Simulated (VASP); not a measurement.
# Al3GaSb4 (P-43m) in VASP: electric field gradients with PBE

Aim: the electric field gradients of Al3GaSb4 with PBE.

Everything below comes from runs of VASP 6.6.1. Logs are shortened: lines on timing, memory, paths and dates and some standing lists are left out, and cuts for length are marked.

### 1 The cell of the first run

The structure is cubic, space group P-43m (No. 215). Conventional cell: a = 6.223 Å, b = 6.223 Å, c = 6.223 Å, α = 90.00°, β = 90.00°, γ = 90.00°. Within 3.6 Å of Al (site symmetry -42m) lie 4 Sb at 2.69 Å. Within 3.6 Å of Ga (site symmetry -43m) lie 4 Sb at 2.70 Å. Within 3.6 Å of Sb (site symmetry 3m) lie 3 Al at 2.69 Å and 1 Ga at 2.70 Å.

### 2 Electric field gradients, PBE

Input file INCAR:

```
SYSTEM = Al3GaSb4
PREC = Accurate
ENCUT = 520
EDIFF = 1E-8
ISMEAR = 0
SIGMA = 0.01
LREAL = .False.
LASPH = .True.
NELM = 80
ALGO = Normal
ISIF = 2
LWAVE = .False.
LCHARG = .False.
GGA = PE
LEFG = .True.
NBANDS = 31
```

Input file KPOINTS:

```
regular mesh
0
Gamma
  6 6 6
  0 0 0
```

Input file POSCAR:

```
Al3GaSb4
1.0
    6.2227020962      0.0000000000      0.0000000000
    0.0000000000      6.2227020962      0.0000000000
    0.0000000000      0.0000000000      6.2227020962
Al Ga Sb
3 1 4
Direct
    0.5000000000      0.5000000000      0.0000000000
    0.5000000000      0.0000000000      0.5000000000
    0.0000000000      0.5000000000      0.5000000000
    0.0000000000      0.0000000000      0.0000000000
    0.7499140483      0.7499140483      0.2500859517
    0.7499140483      0.2500859517      0.7499140483
    0.2500859517      0.7499140483      0.7499140483
    0.2500859517      0.2500859517      0.2500859517
```

Potentials or basis: VASP PAW PBE potentials, release 64 (Al, Ga_d, Sb).

Command:

```
$ cat potpaw_PBE.64/Al/POTCAR potpaw_PBE.64/Ga_d/POTCAR potpaw_PBE.64/Sb/POTCAR > POTCAR
$ mpirun -np 1 vasp_std > vasp.out
```

OUTCAR:

```text
SYSTEM = Al3GaSb4
   PREC = Accurate
   ENCUT = 520
   EDIFF = 1E-8
   ISMEAR = 0
   LREAL = .False.
   LASPH = .True.
   NELM = 80
   ISIF = 2
   GGA = PE

 ion  position               nearest neighbor table
   1  0.500  0.500  0.000-   5 2.69   6 2.69   7 2.69   8 2.69
   2  0.500  0.000  0.500-   5 2.69   6 2.69   7 2.69   8 2.69
   3  0.000  0.500  0.500-   5 2.69   6 2.69   7 2.69   8 2.69
   4  0.000  0.000  0.000-   5 2.70   6 2.70   7 2.70   8 2.70
   5  0.750  0.750  0.250-   1 2.69   2 2.69   3 2.69   4 2.70
   6  0.750  0.250  0.750-   1 2.69   2 2.69   3 2.69   4 2.70
   7  0.250  0.750  0.750-   1 2.69   2 2.69   3 2.69   4 2.70
   8  0.250  0.250  0.250-   1 2.69   2 2.69   3 2.69   4 2.70

  LATTYP: Found a simple cubic cell.
 ALAT       =     6.2227020962

  Lattice vectors:

 A1 = (   6.2227020962,   0.0000000000,   0.0000000000)
 A2 = (   0.0000000000,   6.2227020962,   0.0000000000)
 A3 = (   0.0000000000,   0.0000000000,   6.2227020962)

Analysis of symmetry for initial positions (statically):
=====================================================================
 Subroutine PRICEL returns:
 Original cell was already a primitive cell.

 Routine SETGRP: Setting up the symmetry group for a
 simple cubic supercell.

 Subroutine GETGRP returns: Found 24 space group operations
 (whereof 24 operations were pure point group operations)
 out of a pool of 48 trial point group operations.

The static configuration has the point symmetry T_d .

Analysis of symmetry for dynamics (positions and initial velocities):
=====================================================================
 Subroutine PRICEL returns:
 Original cell was already a primitive cell.

 Routine SETGRP: Setting up the symmetry group for a
 simple cubic supercell.

 Subroutine GETGRP returns: Found 24 space group operations
 (whereof 24 operations were pure point group operations)
 out of a pool of 48 trial point group operations.

The dynamic configuration has the point symmetry T_d .

 Subroutine INISYM returns: Found 24 space group operations
 (whereof 24 operations are pure point group operations),
 and found     1 'primitive' translations

----------------------------------------------------------------------------------------

                                     Primitive cell

  volume of cell :     240.9556

  direct lattice vectors                    reciprocal lattice vectors
     6.222702096  0.000000000  0.000000000     0.160701892  0.000000000  0.000000000
     0.000000000  6.222702096  0.000000000     0.000000000  0.160701892  0.000000000
     0.000000000  0.000000000  6.222702096     0.000000000  0.000000000  0.160701892

  length of vectors
     6.222702096  6.222702096  6.222702096     0.160701892  0.160701892  0.160701892

  position of ions in fractional coordinates (direct lattice)
     0.500000000  0.500000000  0.000000000
     0.500000000  0.000000000  0.500000000
     0.000000000  0.500000000  0.500000000
     0.000000000  0.000000000  0.000000000
     0.749914048  0.749914048  0.250085952
     0.749914048  0.250085952  0.749914048
     0.250085952  0.749914048  0.749914048
     0.250085952  0.250085952  0.250085952

  ion indices of the primitive-cell ions
   primitive index   ion index
                 1           1
                 2           2
                 3           3
                 4           4
                 5           5
                 6           6
                 7           7
                 8           8

----------------------------------------------------------------------------------------

 KPOINTS: regular mesh

[... 63 lines left out ...]
   LREAL  =      F    real-space projection
   EDIFFG = 0.1E-06   stopping-criterion for IOM
   NSW    =      0    number of steps for IOM
   IBRION =     -1    ionic relax: 0-MD 1-quasi-New 2-CG
   NFREE  =      0    steps in history (QN), initial steepest desc. (CG)
   ISIF   =      2    stress and relaxation
   ISYM   =      2    0-nonsym 1-usesym 2-fastsym
   POTIM  = 0.5000    time-step for ionic-motion
   TEBEG  =    0.0;   TEEND  =   0.0 temperature during run
   PSTRESS=    0.0 pullay stress
   NELECT =      42.0000    total number of electrons
   NUPDOWN=      -1.0000    fix difference up-down
   EMIN   =  10.00;   EMAX   =-10.00  energy-range for DOS
   EFERMI =   0.00;   METHOD = LEGACY
   ISMEAR =     0;   SIGMA  =   0.01  broadening in eV -4-tet -1-fermi 0-gaus
   EFERMI_NEDOS =   21; number of points for ismear=-14 and -15
   IALGO  =     38    algorithm
   IMIX   =      4    mixing-type and parameters
     AMIX     =   0.40;   BMIX     =  1.00
     AMIX_MAG =   1.60;   BMIX_MAG =  1.00
  volume/ion in A,a.u.               =      30.12       203.26
  Fermi-wavevector in a.u.,A,eV,Ry     =   0.914490  1.728135 11.378441  0.836292
  Thomas-Fermi vector in A             =   2.039123
   LORBIT       =      0    0 simple, 1 ext, 2 COOP (PROOUT), +10 PAW based schemes
   GGA     = PE    functional components
   LHFCALC =     F    Hartree Fock is set to
   AEXX    =    0.0000 exact exchange contribution
   IVDW    =     0    specifies the selected vdW correction
   LEPSILON=     F    determine dielectric tensor
   LRPA    =     F    only Hartree local field effects (RPA)
 non-spin polarized calculation
 Gauss-broadening in eV      SIGMA  =   0.01
  energy-cutoff  :      520.00
  volume of cell :      240.96
 maximum number of plane-waves:      6515
 NGX is ok and might be reduce to    48
   NGX = 23   NGY = 23   NGZ = 23

 number of electron      41.9999985 magnetization

 Free energy of the ion-electron system (eV)
  ---------------------------------------------------
  ext. energy  EPLUGINS =         0.00000000
  ---------------------------------------------------
  free energy    TOTEN  =       -31.99952818 eV

  energy without entropy =      -31.99952818  energy(sigma->0) =      -31.99952818

 E-fermi :   4.4650     XC(G=0):  -8.5826

 val. band max:        4.3951229189   @ k =   0.0000   0.0000   0.0000
 cond. band min:       4.7961842236   @ k =   0.5000   0.5000   0.5000
 fundamental gap:      0.4010613048
 Fermi energy:         4.4650407201

 k-point     1 :       0.0000    0.0000    0.0000
  band No.  band energies     occupation
      1     -10.3429      2.00000
      2     -10.3429      2.00000
      3     -10.3429      2.00000
      4     -10.3040      2.00000
      5     -10.3040      2.00000
      6      -6.2604      2.00000
[... 669 lines left out ...]
     30       8.1039      0.00000
     31       8.1039      0.00000

------------------------ aborting loop because EDIFF is reached ----------------------------------------

  FORCE on cell =-STRESS in cart. coord.  units (eV):
  Direction    XX          YY          ZZ          XY          YZ          ZX
  --------------------------------------------------------------------------------------
  -------------------------------------------------------------------------------------
  Total        0.2254570      0.2254570      0.2254570      0.0000000      0.0000000      0.0000000
  in kB        1.4991230      1.4991230      1.4991230      0.0000000      0.0000000      0.0000000
  external PRESSURE =       1.4991230 kB  Pullay stress =       0.0000000 kB

 VOLUME and BASIS-vectors are now :
 -----------------------------------------------------------------------------
  energy-cutoff  :      520.00
  volume of cell :      240.96
      direct lattice vectors                 reciprocal lattice vectors
     6.222702096  0.000000000  0.000000000     0.160701892  0.000000000  0.000000000
     0.000000000  6.222702096  0.000000000     0.000000000  0.160701892  0.000000000
     0.000000000  0.000000000  6.222702096     0.000000000  0.000000000  0.160701892

 POSITION                                       TOTAL-FORCE (eV/Angst)
 -----------------------------------------------------------------------------------
      3.11135      3.11135      0.00000         0.000000      0.000000      0.000000
      3.11135      0.00000      3.11135        -0.000000      0.000000      0.000000
      0.00000      3.11135      3.11135         0.000000      0.000000      0.000000
      0.00000      0.00000      0.00000         0.000000      0.000000      0.000000
      4.66649      4.66649      1.55621         0.005689      0.005689     -0.005689
      4.66649      1.55621      4.66649         0.005689     -0.005689      0.005689
      1.55621      4.66649      4.66649        -0.005689      0.005689      0.005689
      1.55621      1.55621      1.55621        -0.005689     -0.005689     -0.005689
 -----------------------------------------------------------------------------------
    total drift:                               -0.000000     -0.000000      0.000000

  FREE ENERGIE OF THE ION-ELECTRON SYSTEM (eV)
  ---------------------------------------------------
  free  energy   TOTEN  =       -31.9995281822 eV

  energy  without entropy=      -31.9995281822  energy(sigma->0) =      -31.99952818

 Electric field gradients (V/A^2)
---------------------------------------------------------------------
 ion       V_xx      V_yy      V_zz      V_xy      V_xz      V_yz
---------------------------------------------------------------------
   1       0.230     0.230    -0.461     0.000     0.000    -0.000
   2       0.230    -0.461     0.230     0.000     0.000    -0.000
   3      -0.461     0.230     0.230     0.000    -0.000    -0.000
   4       0.000     0.000     0.000     0.000    -0.000     0.000
   5      -0.000    -0.000     0.000    29.582   -29.582   -29.582
   6      -0.000    -0.000     0.000   -29.582    29.582   -29.582
   7      -0.000    -0.000     0.000   -29.582   -29.582    29.582
   8      -0.000    -0.000     0.000    29.582    29.582    29.582
---------------------------------------------------------------------

 Electric field gradients after diagonalization (V/A^2)
 (convention: |V_zz| > |V_xx| > |V_yy|)
----------------------------------------------------------------------
 ion       V_xx      V_yy      V_zz     asymmetry (V_yy - V_xx)/ V_zz
----------------------------------------------------------------------
   1       0.230     0.230    -0.461       0.000
   2       0.230     0.230    -0.461       0.000
   3       0.230     0.230    -0.461       0.000
   4       0.000     0.000     0.000      -0.010
   5     -29.582   -29.582    59.165       0.000
   6     -29.582   -29.582    59.165       0.000
   7     -29.582   -29.582    59.165       0.000
   8     -29.582   -29.582    59.165       0.000
----------------------------------------------------------------------

           NMR quadrupolar parameters

 Cq : quadrupolar parameter    Cq=e*Q*V_zz/h
 eta: asymmetry parameters     (V_yy - V_xx)/ V_zz
 Q  : nuclear electric quadrupole moment in mb (millibarn)
----------------------------------------------------------------------
 ion       Cq(MHz)       eta       Q (mb)
----------------------------------------------------------------------
   1      -0.001       0.000       1.000
   2      -0.001       0.000       1.000
   3      -0.001       0.000       1.000
   4       0.000      -0.010       1.000
   5       0.143       0.000       1.000
   6       0.143       0.000       1.000
   7       0.143       0.000       1.000
   8       0.143       0.000       1.000
----------------------------------------------------------------------
```

It took 5.4 min on 1 thread of Intel Xeon 8259CL, shared host; peak memory 0.38 GiB.

Results:

- Free energy: -31.9995 eV
- Pressure: 0.1 GPa
- Largest force: 0.010 eV/Å
- Band gap on the k mesh: 0.40 eV (least direct gap 0.62 eV)
- Largest electric field gradient by atom: Al -0.5; Ga +0.0; Sb +59.2 V/Å²

Forces in eV/Å, atoms in the order of the input:
```
Al   0.000  0.000  0.000
Al   0.000  0.000  0.000
Al   0.000  0.000  0.000
Ga   0.000  0.000  0.000
Sb   0.006  0.006 -0.006
Sb   0.006 -0.006  0.006
Sb  -0.006  0.006  0.006
Sb  -0.006 -0.006 -0.006
```

Levels at points of the mesh, in eV from the valence-band top:
| k point | band 17 | band 18 | band 19 | band 20 | band 21 | band 22 | band 23 | band 24 | band 25 | band 26 |
| --- | --- | --- | --- | --- | --- | --- | --- | --- | --- | --- |
| (0.00, 0.00, 0.00) | -2.16 | -2.16 | 0.00 | 0.00 | 0.00 | 0.62 | 1.29 | 1.31 | 1.31 | 1.31 |
| (0.50, 0.00, 0.00) | -2.68 | -1.41 | -1.41 | -1.35 | -1.35 | 1.50 | 1.73 | 2.83 | 2.95 | 4.01 |
| (0.50, 0.50, 0.00) | -2.73 | -1.03 | -0.97 | -0.97 | -0.97 | 2.02 | 2.41 | 2.41 | 2.54 | 4.57 |
| (0.50, 0.50, 0.50) | -0.93 | -0.93 | -0.88 | -0.88 | -0.88 | 0.40 | 1.21 | 1.21 | 1.21 | 3.65 |

Electric field gradients, principal values (V/Å²):
```csv
atom,least,middle,greatest (by size)
1 Al,0.230,0.230,-0.461
2 Al,0.230,0.230,-0.461
3 Al,0.230,0.230,-0.461
4 Ga,0.000,0.000,0.000
5 Sb,-29.582,-29.582,59.165
6 Sb,-29.582,-29.582,59.165
7 Sb,-29.582,-29.582,59.165
8 Sb,-29.582,-29.582,59.165
```

Caveat: without QUAD_EFG the Cq values of the log hold for a quadrupole moment of 1 mb, not for the nuclei; spin-orbit coupling is left out, which moves the levels of the heavy elements.
